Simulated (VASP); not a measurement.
# Zr3SnSe (Pm-3m) in VASP: single point with PBE

Aim: the single point of Zr3SnSe with PBE.

Program: VASP 6.6.1. These are calculated values, not measurements. Logs are shortened: lines on timing, memory, paths and dates and some standing lists are left out, and cuts for length are marked.

### 1 The cell of the first run

It takes space group Pm-3m (No. 221, cubic). Conventional cell: a = 4.982 Å, b = 4.982 Å, c = 4.982 Å, α = 90.00°, β = 90.00°, γ = 90.00°. Zr (site symmetry 4/mmm) has 2 Se at 2.49 Å within 3.3 Å. Sn (site symmetry m-3m) has 12 Zr at 3.52 Å and 8 Se at 4.31 Å within 4.6 Å. Se (site symmetry m-3m) has 6 Zr at 2.49 Å within 3.3 Å.

### 2 Single point, PBE

Input file POSCAR:

```
Zr3SnSe
1.0
    4.9821672199      0.0000000000      0.0000000000
    0.0000000000      4.9821672199      0.0000000000
    0.0000000000      0.0000000000      4.9821672199
Zr Sn Se
3 1 1
Direct
    0.0000000000      0.5000000000      0.5000000000
    0.5000000000      0.0000000000      0.5000000000
    0.5000000000      0.5000000000      0.0000000000
    0.0000000000      0.0000000000      0.0000000000
    0.5000000000      0.5000000000      0.5000000000
```

Input file INCAR.step1:

```
ALGO     = Normal         # electronic algorithm
EDIFF    = 1E-7           # SCF threshold, eV
ENCUT    = 520            # plane-wave cutoff, eV
GGA      = PE             # functional
ISIF     = 2              # what is computed and relaxed
ISMEAR   = 0              # smearing method
LASPH    = T              # aspherical terms in the spheres
LCHARG   = T              # write CHGCAR
LMAXMIX  = 4              # l up to which the mixer works
LREAL    = F              # projectors in reciprocal space
LWAVE    = F              # write WAVECAR
NBANDS   = 36             # bands
NELM     = 100            # most SCF steps
PREC     = Accurate       # precision mode
SIGMA    = 0.1            # smearing width, eV
```

Input file KPOINTS.step1:

```
k-points
0
Gamma
  8 8 8
```

Input file INCAR.step2:

```
ALGO     = Normal         # electronic algorithm
EDIFF    = 1E-7           # SCF threshold, eV
ENCUT    = 520            # plane-wave cutoff, eV
GGA      = PE             # functional
ICHARG   = 11             # starting density
ISIF     = 2              # what is computed and relaxed
ISMEAR   = -5             # smearing method
LASPH    = T              # aspherical terms in the spheres
LCHARG   = F              # write CHGCAR
LMAXMIX  = 4              # l up to which the mixer works
LORBIT   = 10             # projections on sites
LREAL    = F              # projectors in reciprocal space
LWAVE    = F              # write WAVECAR
NBANDS   = 36             # bands
NEDOS    = 2001           # points of the DOS
NELM     = 100            # most SCF steps
PREC     = Accurate       # precision mode
SIGMA    = 0.1            # smearing width, eV
```

Input file KPOINTS.step2:

```
k-points
0
Gamma
  12 12 12
```

Potentials or basis: VASP PAW PBE potentials, release 64 (Zr_sv, Sn_d, Se).

On the command line:

```
$ cat potpaw_PBE.64/Zr_sv/POTCAR potpaw_PBE.64/Sn_d/POTCAR potpaw_PBE.64/Se/POTCAR > POTCAR
$ cp INCAR.step1 INCAR
$ cp KPOINTS.step1 KPOINTS
$ mpirun -np 1 vasp_std > vasp.out
$ cp INCAR.step2 INCAR
$ cp KPOINTS.step2 KPOINTS
$ mpirun -np 1 vasp_std > vasp.out
```

OUTCAR:

```text
EDIFF = 1E-7
   ENCUT = 520
   GGA = PE
   ICHARG = 11
   ISIF = 2
   ISMEAR = -5
   LASPH = T
   LORBIT = 10
   LREAL = F
   NELM = 100
   PREC = Accurate

 ion  position               nearest neighbor table
   1  0.000  0.500  0.500-   5 2.49   5 2.49   4 3.52   2 3.52   3 3.52   4 3.52   2 3.52   4 3.52
                             4 3.52   2 3.52   3 3.52   3 3.52   3 3.52   2 3.52
   2  0.500  0.000  0.500-   5 2.49   5 2.49   4 3.52   1 3.52   3 3.52   4 3.52   1 3.52   3 3.52
                             3 3.52   3 3.52   1 3.52   4 3.52   4 3.52   1 3.52
   3  0.500  0.500  0.000-   5 2.49   5 2.49   4 3.52   1 3.52   1 3.52   2 3.52   2 3.52   2 3.52
                             4 3.52   2 3.52   1 3.52   4 3.52   1 3.52   4 3.52
   4  0.000  0.000  0.000-   1 3.52   2 3.52   3 3.52   1 3.52   2 3.52   1 3.52   3 3.52   1 3.52
                             2 3.52   3 3.52   2 3.52   3 3.52
   5  0.500  0.500  0.500-   1 2.49   2 2.49   3 2.49   3 2.49   2 2.49   1 2.49

  LATTYP: Found a simple cubic cell.
 ALAT       =     4.9821672199

  Lattice vectors:

 A1 = (   4.9821672199,   0.0000000000,   0.0000000000)
 A2 = (   0.0000000000,   4.9821672199,   0.0000000000)
 A3 = (   0.0000000000,   0.0000000000,   4.9821672199)

Analysis of symmetry for initial positions (statically):
=====================================================================
 Subroutine PRICEL returns:
 Original cell was already a primitive cell.

 Routine SETGRP: Setting up the symmetry group for a
 simple cubic supercell.

 Subroutine GETGRP returns: Found 48 space group operations
 (whereof 48 operations were pure point group operations)
 out of a pool of 48 trial point group operations.

The static configuration has the point symmetry O_h .

Analysis of symmetry for dynamics (positions and initial velocities):
=====================================================================
 Subroutine PRICEL returns:
 Original cell was already a primitive cell.

 Routine SETGRP: Setting up the symmetry group for a
 simple cubic supercell.

 Subroutine GETGRP returns: Found 48 space group operations
 (whereof 48 operations were pure point group operations)
 out of a pool of 48 trial point group operations.

The dynamic configuration has the point symmetry O_h .

 Subroutine INISYM returns: Found 48 space group operations
 (whereof 48 operations are pure point group operations),
 and found     1 'primitive' translations

----------------------------------------------------------------------------------------

                                     Primitive cell

  volume of cell :     123.6673

[... 111 lines left out ...]
   ISMEAR =    -5;   SIGMA  =   0.10  broadening in eV -4-tet -1-fermi 0-gaus
   EFERMI_NEDOS =   21; number of points for ismear=-14 and -15
   IALGO  =     38    algorithm
   IMIX   =      4    mixing-type and parameters
     AMIX     =   0.40;   BMIX     =  1.00
     AMIX_MAG =   1.60;   BMIX_MAG =  1.00
  volume/ion in A,a.u.               =      24.73       166.91
  Fermi-wavevector in a.u.,A,eV,Ry     =   1.257146  2.375662 21.502881  1.580417
  Thomas-Fermi vector in A             =   2.390820
   LORBIT       =     10    0 simple, 1 ext, 2 COOP (PROOUT), +10 PAW based schemes
   GGA     = PE    functional components
   LHFCALC =     F    Hartree Fock is set to
   AEXX    =    0.0000 exact exchange contribution
   IVDW    =     0    specifies the selected vdW correction
   LEPSILON=     F    determine dielectric tensor
   LRPA    =     F    only Hartree local field effects (RPA)
 non-spin polarized calculation
 Fermi weights with tetrahedron method with Bloechl corrections
  energy-cutoff  :      520.00
  volume of cell :      123.67
 maximum number of plane-waves:      3362
 NGX is ok and might be reduce to    40

 number of electron      55.9999999 magnetization

 Free energy of the ion-electron system (eV)
  ---------------------------------------------------
  ext. energy  EPLUGINS =         0.00000000
  ---------------------------------------------------
  free energy    TOTEN  =       -33.74272244 eV

  energy without entropy =      -33.74272244  energy(sigma->0) =      -33.74272244

 E-fermi :   8.0034     XC(G=0): -10.4687

 val. band max:        8.0214200256   @ k =   0.5000   0.4167   0.1667
 cond. band min:       7.9613094202   @ k =   0.2500   0.2500   0.0000
 fundamental gap:     -0.0601106054
 Fermi energy:         8.0034016415

 k-point     1 :       0.0000    0.0000    0.0000
  band No.  band energies     occupation
      1     -41.4312      2.00000
      2     -41.3803      2.00000
      3     -41.3803      2.00000
      4     -19.7042      2.00000
      5     -19.7042      2.00000
      6     -19.7042      2.00000
[... 925 lines left out ...]
     35       9.9993      0.00000
     36      10.7887      0.00000

 [... further k-points ...]

------------------------ aborting loop because EDIFF is reached ----------------------------------------

  FORCE on cell =-STRESS in cart. coord.  units (eV):
  Direction    XX          YY          ZZ          XY          YZ          ZX
  --------------------------------------------------------------------------------------
  -------------------------------------------------------------------------------------
  Total        0.0779108      0.0779108      0.0779108      0.0000000     -0.0000000      0.0000000
  in kB        1.0093763      1.0093763      1.0093763      0.0000000     -0.0000000      0.0000000
  external PRESSURE =       1.0093763 kB  Pullay stress =       0.0000000 kB

 VOLUME and BASIS-vectors are now :
 -----------------------------------------------------------------------------
  energy-cutoff  :      520.00
  volume of cell :      123.67
      direct lattice vectors                 reciprocal lattice vectors
     4.982167220  0.000000000  0.000000000     0.200715864  0.000000000  0.000000000
     0.000000000  4.982167220  0.000000000     0.000000000  0.200715864  0.000000000
     0.000000000  0.000000000  4.982167220     0.000000000  0.000000000  0.200715864

 POSITION                                       TOTAL-FORCE (eV/Angst)
 -----------------------------------------------------------------------------------
      0.00000      2.49108      2.49108         0.000000      0.000000      0.000000
      2.49108      0.00000      2.49108         0.000000      0.000000      0.000000
      2.49108      2.49108      0.00000         0.000000      0.000000      0.000000
      0.00000      0.00000      0.00000         0.000000      0.000000      0.000000
      2.49108      2.49108      2.49108         0.000000      0.000000      0.000000
 -----------------------------------------------------------------------------------
    total drift:                                0.000000     -0.000000     -0.000000

  FREE ENERGIE OF THE ION-ELECTRON SYSTEM (eV)
  ---------------------------------------------------
  free  energy   TOTEN  =       -33.7427224355 eV

  energy  without entropy=      -33.7427224355  energy(sigma->0) =      -33.74272244

 total charge

# of ion       s       p       d       tot
------------------------------------------
    1        2.140   5.964   1.698   9.802
    2        2.140   5.964   1.698   9.802
    3        2.140   5.964   1.698   9.802
    4        1.127   1.030   9.960  12.117
    5        1.441   2.604   0.184   4.229
--------------------------------------------------
tot          8.987  21.527  15.239  45.753
```

Wall time 12 min (1 thread of Intel Xeon 8259CL, shared host); peak memory 0.48 GiB.

What came out:

| Item | Value |
| --- | --- |
| Valence electrons inside the program's atomic spheres | Zr 9.80; Sn 12.12; Se 4.23 |

Caveat: spin-orbit coupling is left out, which moves the levels of the heavy elements.
